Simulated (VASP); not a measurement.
**Hf: single point with r2SCAN**

The system is Hf.

```
CELL_PARAMETERS angstrom
-1.77100 1.77100 1.77100
1.77100 -1.77100 1.77100
1.77100 1.77100 -1.77100
ATOMIC_POSITIONS crystal
Hf 0.00000 0.00000 0.00000
```

| Quantity | Value |
| --- | --- |
| Program | VASP 6.6.1 |
| Task | single point |
| Functional | r2SCAN |
| Potentials or basis | VASP PAW PBE potentials, release 64 (Hf_pv) |
| Cutoff | 520 eV |
| k mesh | 14 × 14 × 14 |
| Occupations | fermi-dirac, width 0.1 eV |
| Spin | no spin polarisation |
| Dipole correction | no |
| Further INCAR settings | ALGO = Normal; EDIFF = 1e-06; NBANDS = 11 |

* Pressure: -0.4 GPa
* Band gap on the k mesh: zero (band 5 reaches 6.28 eV, above the bottom of band 6 at 3.63 eV)

Levels at points of the mesh, in eV from the Fermi level:
| k point | band 1 | band 2 | band 3 | band 4 | band 5 | band 6 | band 7 | band 8 | band 9 | band 10 |
| --- | --- | --- | --- | --- | --- | --- | --- | --- | --- | --- |
| (0.00, 0.00, 0.00) | -30.95 | -30.95 | -30.95 | -7.41 | 1.78 | 1.78 | 1.78 | 4.62 | 4.62 | 12.17 |
| (0.50, 0.00, 0.00) | -31.81 | -31.22 | -30.95 | -3.49 | -0.39 | 0.89 | 4.50 | 5.50 | 8.00 | 10.89 |
| (0.50, 0.50, 0.50) | -31.54 | -31.54 | -31.54 | -2.73 | -2.73 | 7.15 | 7.15 | 7.15 | 7.55 | 7.55 |

It took 3.6 min on 1 thread of AMD EPYC 7R13, with other jobs on the host, peak memory 0.13 GiB.

Caveat: the PAW data sets were made with another functional, which shifts forces and pressure a little; spin-orbit coupling is left out, which moves the levels of the heavy elements.
